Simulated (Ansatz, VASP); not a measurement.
Two plane-wave programs on TlCl

File INCAR:

```
SYSTEM = TlCl
  PREC = Accurate
  ENCUT = 400
  EDIFF = 1E-6
  ISMEAR = 0
  SIGMA = 0.05
  LREAL = .False.
  LASPH = .True.
  NELM = 120
  ALGO = Normal
  ISIF = 2
  LWAVE = .False.
  LCHARG = .False.
  LDIPOL = .True.
  IDIPOL = 3
  DIPOL = 0.5 0.5 0.500
  GGA = PS
  NBANDS = 72
  GGA_COMPAT = .False.
  NELMDL = -8
```

Contents of KPOINTS:

```
Automatic mesh
0
Gamma
  5 4 1
  0 0 0
```

File POSCAR:

```
TlCl
1.0
    5.3306014400      0.0000000000      0.0000000000
    0.0000000000      6.5286267750      0.0000000000
    0.0000000000      0.0000000000     22.6940604408
Tl Cl
6 6
Direct
    0.5000000000      0.6666666667      0.3304829482
    0.0000000000      0.3333333333      0.3982897689
    0.5000000000      0.0000000000      0.4660965896
    0.0000000000      0.6666666667      0.5339034104
    0.5000000000      0.3333333333      0.6017102311
    0.0000000000      0.0000000000      0.6695170518
    0.5000000000      0.1666666667      0.3304829482
    0.0000000000      0.8333333333      0.3982897689
    0.5000000000      0.5000000000      0.4660965896
    0.0000000000      0.1666666667      0.5339034104
    0.5000000000      0.8333333333      0.6017102311
    0.0000000000      0.5000000000      0.6695170518
```

Input for Ansatz:

```yaml
crystal:
  lattice:
    - [5.33060144, 0.0, 0.0]
    - [0.0, 6.528626775, 0.0]
    - [0.0, 0.0, 22.6940604408]
  atoms:
    - { symbol: Tl, position: [0.5, 0.6666666667, 0.3304829482] }
    - { symbol: Cl, position: [0.5, 0.1666666667, 0.3304829482] }
    - { symbol: Tl, position: [0.0, 0.3333333333, 0.3982897689] }
    - { symbol: Cl, position: [0.0, 0.8333333333, 0.3982897689] }
    - { symbol: Tl, position: [0.5, 0.0, 0.4660965896] }
    - { symbol: Cl, position: [0.5, 0.5, 0.4660965896] }
    - { symbol: Tl, position: [0.0, 0.6666666667, 0.5339034104] }
    - { symbol: Cl, position: [0.0, 0.1666666667, 0.5339034104] }
    - { symbol: Tl, position: [0.5, 0.3333333333, 0.6017102311] }
    - { symbol: Cl, position: [0.5, 0.8333333333, 0.6017102311] }
    - { symbol: Tl, position: [0.0, 0.0, 0.6695170518] }
    - { symbol: Cl, position: [0.0, 0.5, 0.6695170518] }
basis:
  ecutwfc: 420
kpoints:
  mp_grid: { grid: [5, 4, 1] }
hamiltonian:
  xc: pbesol
scf:
  occupations: { method: gaussian, width: 0.05 }
output:
  forces: true
  stress: true
  eigenvalues: true
efield:
  axis: 3
  dipole_correction: true
  ramp_width: 0.04
```

Alike in both runs: task single point; functional PBEsol; k mesh 5 × 4 × 1; occupations gaussian, width 0.05 eV; no spin polarisation.

|  | VASP | Ansatz |
| --- | --- | --- |
| version | VASP 6.6.1 | Ansatz 0.2.0 |
| potentials or method | VASP PAW PBE potentials, release 64 (Tl_d, Cl), cutoff 400 eV | scalar-relativistic, plane waves, PAW |
| valence electrons in the cell | 120 | 120 |

Ansatz gave:

```
gap on the k mesh at the Fermi level (eV) : 2.40
least direct gap on the mesh (eV)         : 2.40
rms of the force components (eV/Å)        : 0.136
```

**Question.** Which values does VASP return?

**Answer.** gap on the k mesh at the Fermi level (eV): 2.41; least direct gap on the mesh (eV): 2.41; rms of the force components (eV/Å): 0.136.

VASP's potentials were made for PBE, not for PBEsol. The functional is the same, so the differences come from potentials, cutoffs and numerics.

Spin-orbit coupling is off throughout.
